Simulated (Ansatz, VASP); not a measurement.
Ge in VASP and in Ansatz

```
CELL_PARAMETERS angstrom
3.52666 -3.52666 2.03518
3.52666 3.52666 -2.03518
-3.52666 3.52666 6.10553
ATOMIC_POSITIONS crystal
Ge 0.33924 0.35696 0.33924
Ge 0.83924 0.35696 0.83924
Ge 0.16076 0.64304 0.16076
Ge 0.66076 0.64304 0.66076
Ge 0.51772 0.00000 0.16076
Ge 0.01772 0.00000 0.66076
Ge 0.98228 0.00000 0.33924
Ge 0.48228 0.00000 0.83924
```

Alike in both runs: task single point; functional PBE; k mesh 4 × 4 × 4; occupations gaussian, width 0.2 eV; no spin polarisation.

```csv
,VASP,Ansatz
version,VASP 6.6.1,Ansatz 0.2.0
potentials or method,"VASP PAW PBE potentials, release 64 (Ge_d), cutoff 520 eV","scalar-relativistic, plane waves, PAW"
valence electrons in the cell,112,112
```

|  | VASP | Ansatz | Ansatz less VASP |
| --- | --- | --- | --- |
| gap on the k mesh at the Fermi level (eV) | none | none | - |
| pressure (GPa) | 0.1 | 0.1 | +0.04 |
| rms of the force components (eV/Å) | 0.019 | 0.019 | +0.0002 |

Atom by atom the forces differ by 0.000 eV/Å (rms over components). A gap of «none» marks a metal or a gap that the smearing closes. The functional is the same, so the differences come from potentials, cutoffs and numerics.
